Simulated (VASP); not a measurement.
## LiSi16 (a cell with a defect): single point with LDA

Crystal: LiSi16 (a cell with a defect).

```
Si Li
1.0
     0.00000    5.43000    5.43000
     5.43000    0.00000    5.43000
     5.43000    5.43000    0.00000
Si Li
16 1
Cartesian
  0.0040 0.0013 -0.0002
  1.3325 1.3301 1.3289
  2.7183 2.7164 -0.0176
  4.1047 4.1025 1.3284
  2.7181 -0.0163 2.7153
  4.1045 1.3298 4.1011
  5.4507 2.7161 2.7148
  6.7786 4.0855 4.0844
  -0.0140 2.7160 2.7150
  1.3324 4.1021 4.1009
  2.7182 5.4485 2.7145
  4.0873 6.7767 4.0842
  2.7180 2.7156 5.4473
  4.0871 4.0851 6.7758
  5.4325 5.4308 5.4300
  6.7785 6.7764 6.7753
  8.1493 2.7164 8.1448
```

* Program: VASP 6.6.1
* Task: single point
* Functional: LDA
* Potentials or basis: VASP PAW LDA potentials, release 64 (Si, Li_sv)
* Cutoff: 520 eV
* k mesh: 2 × 2 × 2
* Occupations: gaussian, width 0.02 eV
* Spin: collinear spin, ferromagnetic start
* Starting moments: [0.0, 0.0, 0.0, 0.0, 0.0, 0.0, 0.0, 0.0, 0.0, 0.0, 0.0, 0.0, 0.0, 0.0, 0.0, 0.0, 1.0] μB
* Dipole correction: no
* Further INCAR settings: LREAL = Auto; ALGO = Normal; EDIFF = 1e-06; NBANDS = 52

```json
{"Largest force": "0.021 eV/Å", "Net moment": "0.09 μB per cell", "Valence electrons inside the program's atomic spheres": "Si 1.72, 1.70, 1.71; Li 2.14"}
```

Forces on the atoms (eV/Å):
```
Si  -0.004 -0.001  0.000
Si  -0.003 -0.003 -0.003
Si   0.000 -0.001  0.005
Si   0.004  0.005 -0.006
Si   0.001  0.004 -0.001
Si   0.003 -0.005  0.004
Si  -0.005  0.000  0.000
Si   0.012 -0.011 -0.011
Si   0.002  0.001  0.000
Si  -0.004  0.003  0.003
Si   0.001 -0.005  0.001
Si  -0.010  0.011 -0.011
Si   0.001  0.001 -0.004
Si  -0.009 -0.010  0.010
Si  -0.001  0.000  0.000
Si   0.013  0.011  0.011
Li  -0.002 -0.001  0.000
```

Levels at points of the mesh, in eV from the Fermi level:
Spin up:
| k point | band 30 | band 31 | band 32 | band 33 | band 34 | band 35 | band 36 | band 37 |
| --- | --- | --- | --- | --- | --- | --- | --- | --- |
| (0.00, 0.00, 0.00) | -1.68 | -0.56 | -0.56 | -0.56 | -0.06 | -0.06 | -0.06 | -0.01 |
| (0.50, 0.00, 0.00) | -1.37 | -1.37 | -1.30 | -1.30 | 0.52 | 0.71 | 0.71 | 0.89 |
| (0.00, 0.50, 0.00) | -1.37 | -1.37 | -1.30 | -1.30 | 0.52 | 0.71 | 0.71 | 0.89 |
| (0.00, 0.00, 0.50) | -1.37 | -1.37 | -1.30 | -1.30 | 0.52 | 0.71 | 0.71 | 0.89 |
| (0.50, 0.50, 0.50) | -1.37 | -1.37 | -1.30 | -1.30 | 0.52 | 0.71 | 0.71 | 0.89 |
| (0.50, 0.50, 0.00) | -1.94 | -1.94 | -1.86 | -1.83 | 0.39 | 0.46 | 1.51 | 1.64 |
| (0.00, 0.50, 0.50) | -1.94 | -1.94 | -1.86 | -1.84 | 0.39 | 0.46 | 1.51 | 1.64 |
| (0.50, 0.00, 0.50) | -1.94 | -1.94 | -1.86 | -1.83 | 0.39 | 0.46 | 1.51 | 1.64 |
Spin down:
| k point | band 30 | band 31 | band 32 | band 33 | band 34 | band 35 | band 36 | band 37 |
| --- | --- | --- | --- | --- | --- | --- | --- | --- |
| (0.00, 0.00, 0.00) | -1.68 | -0.56 | -0.56 | -0.56 | -0.05 | -0.05 | -0.05 | 0.01 |
| (0.50, 0.00, 0.00) | -1.37 | -1.37 | -1.30 | -1.29 | 0.52 | 0.72 | 0.72 | 0.90 |
| (0.00, 0.50, 0.00) | -1.37 | -1.37 | -1.30 | -1.30 | 0.52 | 0.72 | 0.72 | 0.90 |
| (0.00, 0.00, 0.50) | -1.37 | -1.37 | -1.30 | -1.30 | 0.52 | 0.72 | 0.72 | 0.90 |
| (0.50, 0.50, 0.50) | -1.37 | -1.37 | -1.30 | -1.29 | 0.52 | 0.72 | 0.72 | 0.90 |
| (0.50, 0.50, 0.00) | -1.94 | -1.94 | -1.86 | -1.83 | 0.40 | 0.47 | 1.52 | 1.65 |
| (0.00, 0.50, 0.50) | -1.94 | -1.94 | -1.86 | -1.83 | 0.40 | 0.47 | 1.52 | 1.65 |
| (0.50, 0.00, 0.50) | -1.94 | -1.94 | -1.86 | -1.83 | 0.40 | 0.47 | 1.52 | 1.65 |

It took 17 min on 1 thread of Oxide Virtual Turin-like Processor, on a shared host, peak memory 0.45 GiB.

Caveat: the k points lie up to 0.50 Å⁻¹ apart.
